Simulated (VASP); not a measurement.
Wanted: the native input for a VASP 6.6.1 run.

* Task: single point
* Functional: PBE
* Dispersion: D3(BJ)
* Potentials or basis: VASP PAW PBE potentials, release 64 (C, Si)
* Cutoff: 520 eV
* k mesh: 6 × 4 × 1
* Occupations: gaussian, width 0.1 eV
* Spin: no spin polarisation
* Dipole correction: yes
* Further INCAR settings: LREAL = Auto; ALGO = Normal; EDIFF = 1e-06; NBANDS = 58

The structure of SiC20 lies in POSCAR:

```
SiC20
1.0
    4.9300510483      0.0000000000      0.0000000000
   -1.2325127621      7.0736882673      0.0000000000
    0.0000000000      0.0000000000     22.1293523549
C Si
20 1
Direct
    0.3858166895      0.5432667578      0.1807554029
    0.8858166895      0.5432667578      0.1807554029
    0.2722014076      0.0888056305      0.2267404590
    0.7722014076      0.0888056305      0.2267404590
    0.4009962183      0.6039848731      0.2420688497
    0.9009962183      0.6039848731      0.2420688497
    0.0297911243      0.1191644973      0.2573972018
    0.5297911243      0.1191644973      0.2573972018
    0.1585861258      0.6343445031      0.2727255152
    0.6585861258      0.6343445031      0.2727255152
    0.0461074868      0.1844301691      0.3199090572
    0.5461074868      0.1844301691      0.3199090572
    0.1537589873      0.6150359018      0.3368154657
    0.6537589873      0.6150359018      0.3368154657
    0.3084764848      0.2339064522      0.3480645378
    0.8084764848      0.2339064522      0.3480645378
    0.3880568074      0.5522270554      0.3629961795
    0.8880568074      0.5522270554      0.3629961795
    0.3445502047      0.3782016492      0.3944694004
    0.8445502047      0.3782016492      0.3944694004
    0.3445502047      0.3782016492      0.5481114928
```

The input as run:

INCAR

```
  ALGO = Normal
  DIPOL = 0.5 0.5 0.306
  EDIFF = 1E-6
  ENCUT = 520
  GGA = PE
  IDIPOL = 3
  ISIF = 2
  ISMEAR = 0
  IVDW = 12
  LASPH = True
  LCHARG = False
  LDIPOL = True
  LREAL = Auto
  LWAVE = False
  NBANDS = 58
  NELM = 100
  PREC = Accurate
  SIGMA = 0.1
```

KPOINTS

```
k-points
0
Gamma
  6 4 1
```

Potentials or basis: VASP PAW PBE potentials, release 64 (C, Si).

Launch:

```bash
$ cat potpaw_PBE.64/C/POTCAR potpaw_PBE.64/Si/POTCAR > POTCAR
$ mpirun -np 1 vasp_std > vasp.out
```

Results of the run:

```yaml
Largest_force: 2.534 eV/Å
Band_gap_on_the_k_mesh: zero (bands 42 and 43 overlap by 0.07 eV)
Dispersion_energy_per_atom: -0.111 eV
```

It took 22 min on 1 thread of Intel(R) Xeon(R) Platinum 8259CL CPU @ 2.50GHz (Skylake/Cascade Lake) (shared host), peak memory 0.92 GiB.
